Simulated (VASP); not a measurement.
# Ga (Cmce) in VASP: single point with LDA

Aim: the single point of Ga with LDA.

Everything below comes from runs of VASP 6.6.1. Logs are shortened: lines on timing, memory, paths and dates and some standing lists are left out, and cuts for length are marked.

**1. The cell of the first run**

The structure is orthorhombic, space group Cmce (No. 64). Conventional cell: a = 4.432 Å, b = 7.598 Å, c = 4.556 Å, α = 90.00°, β = 90.00°, γ = 90.00°. Within 3.3 Å of Ga (site symmetry m) lie 7 Ga at 2.49 to 2.75 Å.

**2. Single point, LDA**

The input, INCAR:

```
PREC     = Accurate       # precision mode
ENCUT    = 520            # plane-wave cutoff, eV
EDIFF    = 1E-6           # SCF threshold, eV
ISMEAR   = 0              # smearing method
SIGMA    = 0.1            # smearing width, eV
LREAL    = False          # projectors in reciprocal space
LASPH    = True           # aspherical terms in the spheres
NELM     = 60             # most SCF steps
ALGO     = Fast           # electronic algorithm
ISIF     = 2              # what is computed and relaxed
LWAVE    = False          # write WAVECAR
LCHARG   = False          # write CHGCAR
NBANDS   = 34             # bands
```

The input, KPOINTS:

```
Automatic mesh
0
Gamma
  6 6 4
```

The input, POSCAR:

```
Ga
1.0
    2.2160233300     -3.7989918400      0.0000000000
    2.2160233300      3.7989918400      0.0000000000
    0.0000000000      0.0000000000      4.5555035300
Ga
4
Direct
    0.6556957200      0.3443042800      0.4154013900
    0.8443042800      0.1556957200      0.9154013900
    0.3443042800      0.6556957200      0.5845986100
    0.1556957200      0.8443042800      0.0845986100
```

Potentials or basis: VASP PAW LDA potentials, release 64 (Ga_d).

On the command line:

```sh
cat potpaw_LDA.64/Ga_d/POTCAR > POTCAR
mpirun -np 1 vasp_std > vasp.out
```

OUTCAR:

```text
PREC = Accurate
   ENCUT = 520
   EDIFF = 1E-6
   ISMEAR = 0
   LREAL = False
   LASPH = True
   NELM = 60
   ISIF = 2

 ion  position               nearest neighbor table
   1  0.656  0.344  0.415-   3 2.49   4 2.68   4 2.68   2 2.69   2 2.69   3 2.75   3 2.75
   2  0.844  0.156  0.915-   4 2.49   3 2.68   3 2.68   1 2.69   1 2.69   4 2.75   4 2.75
   3  0.344  0.656  0.585-   1 2.49   2 2.68   2 2.68   4 2.69   4 2.69   1 2.75   1 2.75
   4  0.156  0.844  0.085-   2 2.49   1 2.68   1 2.68   3 2.69   3 2.69   2 2.75   2 2.75

  LATTYP: Found a base centered orthorhombic cell.
 ALAT       =     4.4320466600
 B/A-ratio  =     1.7143284498
 C/A-ratio  =     1.0278554987

  Lattice vectors:

 A1 = (   2.2160233300,  -3.7989918400,   0.0000000000)
 A2 = (   2.2160233300,   3.7989918400,   0.0000000000)
 A3 = (   0.0000000000,   0.0000000000,   4.5555035300)

Analysis of symmetry for initial positions (statically):
=====================================================================
 Subroutine PRICEL returns:
 Original cell was already a primitive cell.

 Routine SETGRP: Setting up the symmetry group for a
 base centered orthorhombic supercell.

 Subroutine GETGRP returns: Found  8 space group operations
 (whereof  4 operations were pure point group operations)
 out of a pool of  8 trial point group operations.

The static configuration has the point symmetry C_2h.
 The point group associated with its full space group is D_2h.

Analysis of symmetry for dynamics (positions and initial velocities):
=====================================================================
 Subroutine PRICEL returns:
 Original cell was already a primitive cell.

 Routine SETGRP: Setting up the symmetry group for a
 base centered orthorhombic supercell.

 Subroutine GETGRP returns: Found  8 space group operations
 (whereof  4 operations were pure point group operations)
 out of a pool of  8 trial point group operations.

The dynamic configuration has the point symmetry C_2h.
 The point group associated with its full space group is D_2h.

 Subroutine INISYM returns: Found  8 space group operations
 (whereof  4 operations are pure point group operations),
 and found     1 'primitive' translations

----------------------------------------------------------------------------------------

                                     Primitive cell

  volume of cell :      76.7024

  direct lattice vectors                    reciprocal lattice vectors
     2.216023330 -3.798991840  0.000000000     0.225629394 -0.131613865  0.000000000
     2.216023330  3.798991840  0.000000000     0.225629394  0.131613865  0.000000000
     0.000000000  0.000000000  4.555503530     0.000000000  0.000000000  0.219514702

  length of vectors
     4.398078944  4.398078944  4.555503530     0.261210323  0.261210323  0.219514702

  position of ions in fractional coordinates (direct lattice)
     0.655695720  0.344304280  0.415401390
     0.844304280  0.155695720  0.915401390
     0.344304280  0.655695720  0.584598610
     0.155695720  0.844304280  0.084598610

  ion indices of the primitive-cell ions
   primitive index   ion index
                 1           1
                 2           2
                 3           3
                 4           4

----------------------------------------------------------------------------------------

 KPOINTS: Automatic mesh

Automatic generation of k-mesh.
 Grid dimensions read from file:
 generate k-points for:    6    6    4

 Generating k-lattice:

  Cartesian coordinates                     Fractional coordinates (reciprocal lattice)
     0.037604899 -0.021935644  0.000000000     0.166666667  0.000000000  0.000000000
     0.037604899  0.021935644  0.000000000     0.000000000  0.166666667  0.000000000
     0.000000000  0.000000000  0.054878676     0.000000000  0.000000000  0.250000000

  Length of vectors
     0.043535054  0.043535054  0.054878676

  Shift w.r.t. Gamma in fractional coordinates (k-lattice)
     0.000000000  0.000000000  0.000000000

 Subroutine IBZKPT returns following result:
 ===========================================

 Found     39 irreducible k-points:

 Following reciprocal coordinates:
            Coordinates               Weight
  0.000000  0.000000  0.000000      1.000000
  0.166667  0.000000  0.000000      4.000000
  0.333333  0.000000  0.000000      4.000000
  0.500000  0.000000  0.000000      2.000000
  0.166667  0.166667  0.000000      2.000000
  0.333333  0.166667  0.000000      4.000000
[... 16 lines left out ...]
  0.333333  0.333333  0.250000      4.000000
  0.500000  0.333333  0.250000      8.000000
 [... further k-points ...]
   k-points           NKPTS =     39   k-points in BZ     NKDIM =     39   number of bands    NBANDS=     34
   number of dos      NEDOS =    301   number of ions     NIONS =      4
   total plane-waves  NPLWV =  46656
   dimension x,y,z NGX =    36 NGY =   36 NGZ =   36
   dimension x,y,z NGXF=    72 NGYF=   72 NGZF=   72
   ions per type =               4
   NGX,Y,Z   is equivalent  to a cutoff of  13.61, 13.61, 13.14 a.u.
   NGXF,Y,Z  is equivalent  to a cutoff of  27.22, 27.22, 26.28 a.u.
 SYSTEM =  unknown system
   PREC   = accura    normal or accurate (medium, high low for compatibility)
   ISTART =      0    job   : 0-new  1-cont  2-samecut
   ICHARG =      2    charge: 1-file 2-atom 10-const
   ISPIN  =      1    spin polarized calculation?
   LNONCOLLINEAR =      F non collinear calculations
   LSORBIT =      F    spin-orbit coupling
   LASPH  =      T    aspherical Exc in radial PAW
   ENCUT  =  520.0 eV  38.22 Ry    6.18 a.u.   8.18  8.18  8.47*2*pi/ulx,y,z
   NELM   =     60;   NELMIN=  2; NELMDL= -5     # of ELM steps
   EDIFF  = 0.1E-05   stopping-criterion for ELM
   LREAL  =      F    real-space projection
   EDIFFG = 0.1E-04   stopping-criterion for IOM
   NSW    =      0    number of steps for IOM
   IBRION =     -1    ionic relax: 0-MD 1-quasi-New 2-CG
   NFREE  =      0    steps in history (QN), initial steepest desc. (CG)
   ISIF   =      2    stress and relaxation
   ISYM   =      2    0-nonsym 1-usesym 2-fastsym
   POTIM  = 0.5000    time-step for ionic-motion
   TEBEG  =    0.0;   TEEND  =   0.0 temperature during run
   PSTRESS=    0.0 pullay stress
   NELECT =      52.0000    total number of electrons
   NUPDOWN=      -1.0000    fix difference up-down
   EMIN   =  10.00;   EMAX   =-10.00  energy-range for DOS
   EFERMI =   0.00;   METHOD = LEGACY
   ISMEAR =     0;   SIGMA  =   0.10  broadening in eV -4-tet -1-fermi 0-gaus
   EFERMI_NEDOS =   21; number of points for ismear=-14 and -15
   IALGO  =     68    algorithm
   IMIX   =      4    mixing-type and parameters
     AMIX     =   0.40;   BMIX     =  1.00
     AMIX_MAG =   1.60;   BMIX_MAG =  1.00
  volume/ion in A,a.u.               =      19.18       129.40
  Fermi-wavevector in a.u.,A,eV,Ry     =   1.438157  2.717722 28.140864  2.068295
  Thomas-Fermi vector in A             =   2.557155
   LORBIT       =      0    0 simple, 1 ext, 2 COOP (PROOUT), +10 PAW based schemes
   GGA     = CA    functional components
   LHFCALC =     F    Hartree Fock is set to
   AEXX    =    0.0000 exact exchange contribution
   IVDW    =     0    specifies the selected vdW correction
   LEPSILON=     F    determine dielectric tensor
   LRPA    =     F    only Hartree local field effects (RPA)
 non-spin polarized calculation
 RMM-DIIS sequential band-by-band and
 Gauss-broadening in eV      SIGMA  =   0.10
  energy-cutoff  :      520.00
  volume of cell :       76.70
 maximum number of plane-waves:      2087
 NGX is ok and might be reduce to    36
   NGX = 17   NGY = 17   NGZ = 17

 number of electron      52.0000028 magnetization

 Free energy of the ion-electron system (eV)
  ---------------------------------------------------
  ext. energy  EPLUGINS =         0.00000000
  ---------------------------------------------------
  free energy    TOTEN  =       -14.46083632 eV

  energy without entropy =      -14.45759153  energy(sigma->0) =      -14.45921393

 E-fermi :   4.9636     XC(G=0): -11.0783

 val. band max:        4.9403970507   @ k =  -0.3333   0.1667   0.0000
 cond. band min:       4.9647285751   @ k =   0.0000   0.0000   0.5000
 fundamental gap:      0.0243315244
 Fermi energy:         4.9636267755

 k-point     1 :       0.0000    0.0000    0.0000
  band No.  band energies     occupation
      1     -10.3117      2.00000
      2     -10.2954      2.00000
      3     -10.2593      2.00000
      4     -10.2487      2.00000
      5     -10.2399      2.00000
      6     -10.2044      2.00000
[... 26 lines left out ...]
     33      11.6712      0.00000
     34      12.5491      0.00000

 k-point     2 :       0.1667    0.0000    0.0000
  band No.  band energies     occupation
      1     -10.3149      2.00000
      2     -10.2837      2.00000
      3     -10.2702      2.00000
      4     -10.2581      2.00000
      5     -10.2174      2.00000
      6     -10.1960      2.00000
[... 26 lines left out ...]
     33      11.4699      0.00000
     34      12.4210      0.00000

 k-point     3 :       0.3333    0.0000    0.0000
  band No.  band energies     occupation
      1     -10.3113      2.00000
      2     -10.2821      2.00000
      3     -10.2814      2.00000
      4     -10.2474      2.00000
      5     -10.2106      2.00000
      6     -10.2104      2.00000
[... 26 lines left out ...]
     33      10.8243      0.00000
     34      12.2893      0.00000
[... 704 lines left out ...]
 k-point    23 :       0.3333    0.3333    0.2500
  band No.  band energies     occupation
      1     -10.3544      2.00000
      2     -10.3022      2.00000
      3     -10.2860      2.00000
      4     -10.2353      2.00000
      5     -10.2186      2.00000
      6     -10.1866      2.00000
[... 26 lines left out ...]
     33      12.6781      0.00000
     34      12.9914      0.00000

 k-point    24 :       0.5000    0.3333    0.2500
  band No.  band energies     occupation
      1     -10.3506      2.00000
      2     -10.3027      2.00000
      3     -10.2766      2.00000
      4     -10.2500      2.00000
      5     -10.2318      2.00000
      6     -10.2127      2.00000
[... 26 lines left out ...]
     33      12.7714      0.00000
     34      13.7320      0.00000

 [... further k-points ...]
[... 5 lines left out ...]
  --------------------------------------------------------------------------------------
  -------------------------------------------------------------------------------------
  Total       -0.8705709     -1.2674682     -1.5618171      0.0000000      0.0000000      0.0000000
  in kB      -18.1846788    -26.4751590    -32.6235856      0.0000000      0.0000000      0.0000000
  external PRESSURE =     -25.7611411 kB  Pullay stress =       0.0000000 kB

 VOLUME and BASIS-vectors are now :
 -----------------------------------------------------------------------------
  energy-cutoff  :      520.00
  volume of cell :       76.70
      direct lattice vectors                 reciprocal lattice vectors
     2.216023330 -3.798991840  0.000000000     0.225629394 -0.131613865  0.000000000
     2.216023330  3.798991840  0.000000000     0.225629394  0.131613865  0.000000000
     0.000000000  0.000000000  4.555503530     0.000000000  0.000000000  0.219514702

 POSITION                                       TOTAL-FORCE (eV/Angst)
 -----------------------------------------------------------------------------------
      2.21602     -1.18297      1.89236         0.000000     -0.042906     -0.011284
      2.21602     -2.61602      4.17011         0.000000      0.042906     -0.011284
      2.21602      1.18297      2.66314         0.000000      0.042906      0.011284
      2.21602      2.61602      0.38539         0.000000     -0.042906      0.011284
 -----------------------------------------------------------------------------------
    total drift:                                0.000000     -0.000000      0.000000

  FREE ENERGIE OF THE ION-ELECTRON SYSTEM (eV)
  ---------------------------------------------------
  free  energy   TOTEN  =       -14.4608363214 eV

  energy  without entropy=      -14.4575915300  energy(sigma->0) =      -14.45921393
```

Wall time 2.9 min (1 thread of AMD EPYC 7R43 (Zen 3), shared host); peak memory 0.17 GiB.

Results:

* Free energy: -14.4608 eV
* Pressure: -2.6 GPa
* Largest force: 0.044 eV/Å
* Band gap on the k mesh: zero (band 26 reaches 5.21 eV, above the bottom of band 27 at 4.18 eV)

Forces in eV/Å, atoms in the order of the input:
```
Ga   0.000 -0.043 -0.011
Ga   0.000  0.043 -0.011
Ga   0.000  0.043  0.011
Ga   0.000 -0.043  0.011
```

Stress tensor (GPa, compression positive):
```
-1.82  0.00  0.00
 0.00 -2.65  0.00
 0.00  0.00 -3.26
```
